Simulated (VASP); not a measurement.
# W (Pmmn) in VASP: a series of runs

Runs on W. Level: r2SCAN. Tasks: single point.

Program: VASP 6.6.1. These are calculated values, not measurements. Logs are shortened: lines on timing, memory, paths and dates and some standing lists are left out, and cuts for length are marked.

## 1. The cell of the first run

Symmetry: Pmmn, No. 59, orthorhombic system. The conventional cell has a = 2.871 Å, b = 4.060 Å, c = 2.871 Å, α = 90.00°, β = 90.00°, γ = 90.00°. W (site symmetry mm2) has 12 W at 2.80 to 2.95 Å within 3.7 Å.

## 2. Single point, r2SCAN (atoms displaced along a vibrational mode)

Input file POSCAR:

```
W
1.0
    0.0000000000     -2.0300000000     -2.0300000000
    0.0000000000      2.0300000000     -2.0300000000
    4.0600000000      0.0000000000      0.0000000000
W
2
Direct
    0.5261246348      0.5000000000      0.5000000000
   -0.0261246348      0.0000000000      0.0000000000
```

Input file INCAR.step1:

```
SYSTEM = W
PREC = Accurate
ENCUT = 550
ISMEAR = 0
SIGMA = 0.15
LREAL = .FALSE.
LASPH = .TRUE.
NELM = 120
NBANDS = 21
GGA = PE
ALGO = Normal
EDIFF = 1E-5
LWAVE = .TRUE.
LCHARG = .FALSE.
GGA_COMPAT = .FALSE.
```

Input file INCAR.step2:

```
SYSTEM = W
PREC = Accurate
ENCUT = 550
EDIFF = 1E-6
ISMEAR = 0
SIGMA = 0.15
LREAL = .FALSE.
LASPH = .TRUE.
NELM = 120
ALGO = Normal
ISIF = 2
LWAVE = .FALSE.
LCHARG = .FALSE.
METAGGA = R2SCAN
LMIXTAU = .TRUE.
NBANDS = 21
ISTART = 1
GGA_COMPAT = .FALSE.
```

Input file KPOINTS:

```
regular mesh
0
G
  16 16 12
  0 0 0
```

Potentials or basis: VASP PAW PBE potentials, release 64 (W_sv).

The run is started by

```
cat potpaw_PBE.64/W_sv/POTCAR > POTCAR
cp INCAR.step1 INCAR
mpirun -np 1 vasp_std > vasp.out
cp INCAR.step2 INCAR
mpirun -np 1 vasp_std > vasp.out
```

OUTCAR:

```text
SYSTEM = W
   PREC = Accurate
   ENCUT = 550
   EDIFF = 1E-6
   ISMEAR = 0
   LREAL = .FALSE.
   LASPH = .TRUE.
   NELM = 120
   ISIF = 2
   METAGGA = R2SCAN
   ISTART = 1

 ion  position               nearest neighbor table
   1  0.526  0.500  0.500-   2 2.80   2 2.80   2 2.80   2 2.80   2 2.95   2 2.95   2 2.95   2 2.95

   2  0.974  0.000  0.000-   1 2.80   1 2.80   1 2.80   1 2.80   1 2.95   1 2.95   1 2.95   1 2.95

  LATTYP: Found a simple tetragonal cell.
 ALAT       =     2.8708535316
 C/A-ratio  =     1.4142135624

  Lattice vectors:

 A1 = (   0.0000000000,  -2.0300000000,  -2.0300000000)
 A2 = (   0.0000000000,   2.0300000000,  -2.0300000000)
 A3 = (   4.0600000000,   0.0000000000,   0.0000000000)

Analysis of symmetry for initial positions (statically):
=====================================================================
 Subroutine PRICEL returns:
 Original cell was already a primitive cell.

 Routine SETGRP: Setting up the symmetry group for a
 simple tetragonal supercell.

 Subroutine GETGRP returns: Found  8 space group operations
 (whereof  4 operations were pure point group operations)
 out of a pool of 16 trial point group operations.

The static configuration has the point symmetry C_2v.
 The point group associated with its full space group is D_2h.

Analysis of symmetry for dynamics (positions and initial velocities):
=====================================================================
 Subroutine PRICEL returns:
 Original cell was already a primitive cell.

 Routine SETGRP: Setting up the symmetry group for a
 simple tetragonal supercell.

 Subroutine GETGRP returns: Found  8 space group operations
 (whereof  4 operations were pure point group operations)
 out of a pool of 16 trial point group operations.

The dynamic configuration has the point symmetry C_2v.
 The point group associated with its full space group is D_2h.

 Subroutine INISYM returns: Found  8 space group operations
 (whereof  4 operations are pure point group operations),
 and found     1 'primitive' translations

----------------------------------------------------------------------------------------

                                     Primitive cell

  volume of cell :      33.4617

  direct lattice vectors                    reciprocal lattice vectors
     0.000000000 -2.030000000 -2.030000000     0.000000000 -0.246305419 -0.246305419
     0.000000000  2.030000000 -2.030000000     0.000000000  0.246305419 -0.246305419
     4.060000000  0.000000000  0.000000000     0.246305419  0.000000000  0.000000000

  length of vectors
     2.870853532  2.870853532  4.060000000     0.348328464  0.348328464  0.246305419

  position of ions in fractional coordinates (direct lattice)
     0.526124635  0.500000000  0.500000000
     0.973875365  0.000000000  0.000000000

  ion indices of the primitive-cell ions
   primitive index   ion index
                 1           1
                 2           2

----------------------------------------------------------------------------------------

 KPOINTS: regular mesh

Automatic generation of k-mesh.
 Grid dimensions read from file:
 generate k-points for:   16   16   12

 Generating k-lattice:

  Cartesian coordinates                     Fractional coordinates (reciprocal lattice)
     0.000000000 -0.015394089 -0.015394089     0.062500000  0.000000000  0.000000000
     0.000000000  0.015394089 -0.015394089     0.000000000  0.062500000  0.000000000
     0.020525452  0.000000000  0.000000000     0.000000000  0.000000000  0.083333333

  Length of vectors
     0.021770529  0.021770529  0.020525452

  Shift w.r.t. Gamma in fractional coordinates (k-lattice)
     0.000000000  0.000000000  0.000000000

 Subroutine IBZKPT returns following result:
 ===========================================

 Found    567 irreducible k-points:

 Following reciprocal coordinates:
            Coordinates               Weight
  0.000000  0.000000  0.000000      1.000000
  0.062500  0.000000  0.000000      2.000000
  0.000000  0.062500  0.000000      2.000000
  0.125000  0.000000  0.000000      2.000000
  0.000000  0.125000  0.000000      2.000000
  0.187500  0.000000  0.000000      2.000000
[... 16 lines left out ...]
  0.250000  0.062500  0.000000      4.000000
 -0.062500  0.250000  0.000000      4.000000
 [... further k-points ...]
   k-points           NKPTS =    567   k-points in BZ     NKDIM =    567   number of bands    NBANDS=     21
   number of dos      NEDOS =    301   number of ions     NIONS =      2
   total plane-waves  NPLWV =  18432
   dimension x,y,z NGX =    24 NGY =   24 NGZ =   32
   dimension x,y,z NGXF=    48 NGYF=   48 NGZF=   64
   ions per type =               2
   NGX,Y,Z   is equivalent  to a cutoff of  13.90, 13.90, 13.10 a.u.
   NGXF,Y,Z  is equivalent  to a cutoff of  27.80, 27.80, 26.21 a.u.
 SYSTEM =  W
   PREC   = accura    normal or accurate (medium, high low for compatibility)
   ISTART =      1    job   : 0-new  1-cont  2-samecut
   ICHARG =      0    charge: 1-file 2-atom 10-const
   ISPIN  =      1    spin polarized calculation?
   LNONCOLLINEAR =      F non collinear calculations
   LSORBIT =      F    spin-orbit coupling
   LASPH  =      T    aspherical Exc in radial PAW
   ENCUT  =  550.0 eV  40.42 Ry    6.36 a.u.   5.49  5.49  7.76*2*pi/ulx,y,z
   NELM   =    120;   NELMIN=  2; NELMDL=  0     # of ELM steps
   EDIFF  = 0.1E-05   stopping-criterion for ELM
   LREAL  =      F    real-space projection
   EDIFFG = 0.1E-04   stopping-criterion for IOM
   NSW    =      0    number of steps for IOM
   IBRION =     -1    ionic relax: 0-MD 1-quasi-New 2-CG
   NFREE  =      0    steps in history (QN), initial steepest desc. (CG)
   ISIF   =      2    stress and relaxation
   ISYM   =      2    0-nonsym 1-usesym 2-fastsym
   POTIM  = 0.5000    time-step for ionic-motion
   TEBEG  =    0.0;   TEEND  =   0.0 temperature during run
   PSTRESS=    0.0 pullay stress
   NELECT =      28.0000    total number of electrons
   NUPDOWN=      -1.0000    fix difference up-down
   EMIN   =  10.00;   EMAX   =-10.00  energy-range for DOS
   EFERMI =   0.00;   METHOD = LEGACY
   ISMEAR =     0;   SIGMA  =   0.15  broadening in eV -4-tet -1-fermi 0-gaus
   EFERMI_NEDOS =   21; number of points for ismear=-14 and -15
   IALGO  =     38    algorithm
   IMIX   =      4    mixing-type and parameters
     AMIX     =   0.40;   BMIX     =  1.00
     AMIX_MAG =   1.60;   BMIX_MAG =  1.00
  volume/ion in A,a.u.               =      16.73       112.91
  Fermi-wavevector in a.u.,A,eV,Ry     =   1.542688  2.915258 32.380324  2.379887
  Thomas-Fermi vector in A             =   2.648457
   LORBIT       =      0    0 simple, 1 ext, 2 COOP (PROOUT), +10 PAW based schemes
   METAGGA = R2SCAN    functional components
   LHFCALC =     F    Hartree Fock is set to
   AEXX    =    0.0000 exact exchange contribution
   IVDW    =     0    specifies the selected vdW correction
   LEPSILON=     F    determine dielectric tensor
   LRPA    =     F    only Hartree local field effects (RPA)
 non-spin polarized calculation
 Gauss-broadening in eV      SIGMA  =   0.15
  energy-cutoff  :      550.00
  volume of cell :       33.46
 maximum number of plane-waves:      1008
 NGX is ok and might be reduce to    24
   NGX = 11   NGY = 11   NGZ = 15

 number of electron      27.9999997 magnetization

 Free energy of the ion-electron system (eV)
  ---------------------------------------------------
  ext. energy  EPLUGINS =         0.00000000
  ---------------------------------------------------
  free energy    TOTEN  =      -101.55241272 eV

  energy without entropy =     -101.52677310  energy(sigma->0) =     -101.53959291

 E-fermi :  10.0955     XC(G=0): -14.5980

 val. band max:       10.0933896630   @ k =   0.4375   0.0625   0.3333
 cond. band min:      10.1000126046   @ k =   0.3750   0.0000   0.1667
 fundamental gap:      0.0066229417
 Fermi energy:        10.0955071480

 k-point     1 :       0.0000    0.0000    0.0000
  band No.  band energies     occupation
      1     -65.5607      2.00000
      2     -65.4078      2.00000
      3     -29.6126      2.00000
      4     -28.9448      2.00000
      5     -28.9302      2.00000
      6     -28.5361      2.00000
[... 13 lines left out ...]
     20      15.9441      0.00000
     21      22.2287      0.00000

 k-point     2 :       0.0625    0.0000    0.0000
  band No.  band energies     occupation
      1     -65.5580      2.00000
      2     -65.4077      2.00000
      3     -29.6010      2.00000
      4     -28.9507      2.00000
      5     -28.9391      2.00000
      6     -28.5650      2.00000
[... 13 lines left out ...]
     20      16.1984      0.00000
     21      21.6714      0.00000

 k-point     3 :       0.0000    0.0625    0.0000
  band No.  band energies     occupation
      1     -65.5579      2.00000
      2     -65.4079      2.00000
      3     -29.6001      2.00000
      4     -28.9653      2.00000
      5     -28.9250      2.00000
      6     -28.5451      2.00000
[... 13 lines left out ...]
     20      16.5032      0.00000
     21      21.4685      0.00000

 k-point     4 :       0.1250    0.0000    0.0000
  band No.  band energies     occupation
      1     -65.5502      2.00000
      2     -65.4076      2.00000
      3     -29.5670      2.00000
      4     -29.0082      2.00000
      5     -28.9227      2.00000
      6     -28.6471      2.00000
[... 13 lines left out ...]
     20      17.4262      0.00000
     21      20.4182      0.00000

 k-point     5 :       0.0000    0.1250    0.0000
  band No.  band energies     occupation
      1     -65.5496      2.00000
      2     -65.4082      2.00000
      3     -29.5634      2.00000
      4     -29.0228      2.00000
      5     -28.9102      2.00000
      6     -28.6264      2.00000
[... 13 lines left out ...]
     20      17.6868      0.00000
     21      20.2366      0.00000

 k-point     6 :       0.1875    0.0000    0.0000
  band No.  band energies     occupation
      1     -65.5381      2.00000
      2     -65.4078      2.00000
      3     -29.5129      2.00000
      4     -29.0920      2.00000
      5     -28.8968      2.00000
      6     -28.7698      2.00000
[... 13 lines left out ...]
     20      18.8535      0.00000
     21      19.2182      0.00000

 k-point     7 :       0.0000    0.1875    0.0000
  band No.  band energies     occupation
      1     -65.5366      2.00000
      2     -65.4093      2.00000
      3     -29.5042      2.00000
      4     -29.1060      2.00000
      5     -28.8916      2.00000
      6     -28.7431      2.00000
[... 13 lines left out ...]
     20      19.0311      0.00000
     21      19.0880      0.00000
[... 291 lines left out ...]
      1     -65.5470      2.00000
      2     -65.4080      2.00000
      3     -29.5524      2.00000
      4     -29.0229      2.00000
      5     -28.9252      2.00000
      6     -28.6389      2.00000
[... 13 lines left out ...]
     20      17.8041      0.00000
     21      20.5365      0.00000

 k-point    21 :       0.1875    0.0625    0.0000
  band No.  band energies     occupation
      1     -65.5354      2.00000
      2     -65.4077      2.00000
      3     -29.5018      2.00000
      4     -29.0932      2.00000
      5     -28.9124      2.00000
      6     -28.7764      2.00000
[... 13 lines left out ...]
     20      18.9355      0.00000
     21      19.5119      0.00000

 k-point    22 :      -0.0625    0.1875    0.0000
  band No.  band energies     occupation
      1     -65.5341      2.00000
      2     -65.4090      2.00000
      3     -29.4940      2.00000
      4     -29.1063      2.00000
      5     -28.9065      2.00000
      6     -28.7529      2.00000
[... 13 lines left out ...]
     20      19.1355      0.00000
     21      19.3577      0.00000

 k-point    23 :       0.2500    0.0625    0.0000
  band No.  band energies     occupation
      1     -65.5203      2.00000
      2     -65.4086      2.00000
      3     -29.4320      2.00000
      4     -29.1876      2.00000
      5     -28.9270      2.00000
      6     -28.8735      2.00000
[... 13 lines left out ...]
     20      18.5251      0.00000
     21      20.3840      0.00000

 k-point    24 :      -0.0625    0.2500    0.0000
  band No.  band energies     occupation
      1     -65.5177      2.00000
      2     -65.4112      2.00000
      3     -29.4166      2.00000
      4     -29.2000      2.00000
      5     -28.9388      2.00000
      6     -28.8326      2.00000
[... 13 lines left out ...]
     20      18.3497      0.00000
     21      20.5833      0.00000

 [... further k-points ...]

------------------------ aborting loop because EDIFF is reached ----------------------------------------

  FORCE on cell =-STRESS in cart. coord.  units (eV):
  Direction    XX          YY          ZZ          XY          YZ          ZX
  --------------------------------------------------------------------------------------
  -------------------------------------------------------------------------------------
  Total       -1.2431537     -1.5125947     -1.5125947      0.0000000     -0.7058359      0.0000000
  in kB      -59.5233418    -72.4244255    -72.4244255      0.0000000    -33.7960703      0.0000000
  external PRESSURE =     -68.1240643 kB  Pullay stress =       0.0000000 kB

 VOLUME and BASIS-vectors are now :
 -----------------------------------------------------------------------------
  energy-cutoff  :      550.00
  volume of cell :       33.46
      direct lattice vectors                 reciprocal lattice vectors
     0.000000000 -2.030000000 -2.030000000     0.000000000 -0.246305419 -0.246305419
     0.000000000  2.030000000 -2.030000000     0.000000000  0.246305419 -0.246305419
     4.060000000  0.000000000  0.000000000     0.246305419  0.000000000  0.000000000

 POSITION                                       TOTAL-FORCE (eV/Angst)
 -----------------------------------------------------------------------------------
      2.03000     -0.05303     -2.08303         0.000000      0.262137      0.262137
      0.00000     -1.97697     -1.97697         0.000000     -0.262137     -0.262137
 -----------------------------------------------------------------------------------
    total drift:                               -0.000000     -0.000000      0.000000

  FREE ENERGIE OF THE ION-ELECTRON SYSTEM (eV)
  ---------------------------------------------------
  free  energy   TOTEN  =      -101.5524127242 eV

  energy  without entropy=     -101.5267731025  energy(sigma->0) =     -101.53959291
```

It took 24 min on 1 thread of Oxide Virtual Turin-like, shared host; peak memory 0.39 GiB.

What came out:

```
Free energy            : -101.5524 eV
Pressure               : -6.8 GPa
Largest force          : 0.371 eV/Å
Band gap on the k mesh : zero (bands 14 and 15 overlap by 3.17 eV)
```

Forces on the atoms (eV/Å):
```
W    0.000  0.262  0.262
W    0.000 -0.262 -0.262
```

Stress tensor (GPa, compression positive):
```
-5.95  0.00  0.00
 0.00 -7.24 -3.38
 0.00 -3.38 -7.24
```

Caveat: the cell differs from its parent crystal (atoms displaced along a vibrational mode); the cell stands under tension; the PAW data sets were made with another functional, which shifts forces and pressure a little; spin-orbit coupling is left out, which moves the levels of the heavy elements.

[end of part 1 of 2]
